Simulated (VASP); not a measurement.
Runs of VASP 6.6.1 on NaCl. The structure is cubic, space group Fm-3m (No. 225). The conventional cell has a = 5.605 Å, b = 5.605 Å, c = 5.605 Å, α = 90.00°, β = 90.00°, γ = 90.00°. Within 3.7 Å of Na (site symmetry m-3m) lie 6 Cl at 2.80 Å. Cl (site symmetry m-3m) has 6 Na at 2.80 Å within 3.7 Å. 

| level | share of exact exchange | screening parameter | gap on the mesh (eV) | pressure (GPa) |
| --- | --- | --- | --- | --- |
| PBE-based screened hybrid | 0.5 | 0.5 1/Å | 6.66 | 0.4 |
| HSE06 | - | 0.2079 1/Å | (b) | 0.7 |
| PBE-based global hybrid | 0.4 | - | (a) | 0.2 |
| PBE-based screened hybrid | 0.1 | 0.2078 1/Å | (c) | 1.2 |

Alike in all rows: task single point; potentials or basis VASP PAW PBE potentials, release 64 (Na_pv, Cl); no spin polarisation; cell as given; k mesh 4 × 4 × 4; cutoff (eV) 520; smearing gaussian 0.01 eV.

Q: Estimate the missing entries.

A: (a) 8.59; (b) 6.55; (c) 5.72.

Caveats: all runs use coarse meshes; the PAW data sets were made with another functional, which shifts forces and pressure a little.

